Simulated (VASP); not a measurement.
Wanted: the native input for a VASP 6.6.1 run.

- Task: single point
- Functional: PBEsol
- Potentials or basis: VASP PAW PBE potentials, release 64 (Cl)
- Cutoff: 520 eV
- k mesh: 18 × 18 × 18
- Occupations: fermi-dirac, width 0.1 eV
- Spin: no spin polarisation
- Dipole correction: no
- Further INCAR settings: ALGO = Normal; EDIFF = 1e-06; NBANDS = 10

The structure of Cl lies in POSCAR:

```
Cl
1.0
    2.0176848333      0.0000000000      0.0000000000
    0.0000000000      2.0176848333      0.0000000000
    0.0000000000      0.0000000000      2.0176848333
Cl
1
Direct
    0.0000000000      0.0000000000      0.0000000000
```

The input as run:

INCAR

```
ALGO     = Normal         # electronic algorithm
EDIFF    = 1E-6           # SCF threshold, eV
ENCUT    = 520            # plane-wave cutoff, eV
GGA      = PS             # functional
ISIF     = 2              # what is computed and relaxed
ISMEAR   = -1             # smearing method
LASPH    = True           # aspherical terms in the spheres
LCHARG   = False          # write CHGCAR
LREAL    = False          # projectors in reciprocal space
LWAVE    = False          # write WAVECAR
NBANDS   = 10             # bands
NELM     = 80             # most SCF steps
PREC     = Accurate       # precision mode
SIGMA    = 0.1            # smearing width, eV
```

KPOINTS

```
k-points
0
Gamma
  18 18 18
```

Potentials or basis: VASP PAW PBE potentials, release 64 (Cl).

The run is started by

```console
$ cat potpaw_PBE.64/Cl/POTCAR > POTCAR
$ mpirun -np 1 vasp_std > vasp.out
```

Results of the run:

| Item | Value |
| --- | --- |
| Pressure | 275.1 GPa |

Caveat: the PAW data sets were made with another functional, which shifts forces and pressure a little; an odd number of electrons without spin polarisation forces a metal; a magnetic or distorted state may lie lower.

Run time: 4.2 s on 1 thread of Intel(R) Xeon(R) Platinum 8488C (Sapphire Rapids), with other jobs on the host, peak memory 0.12 GiB.
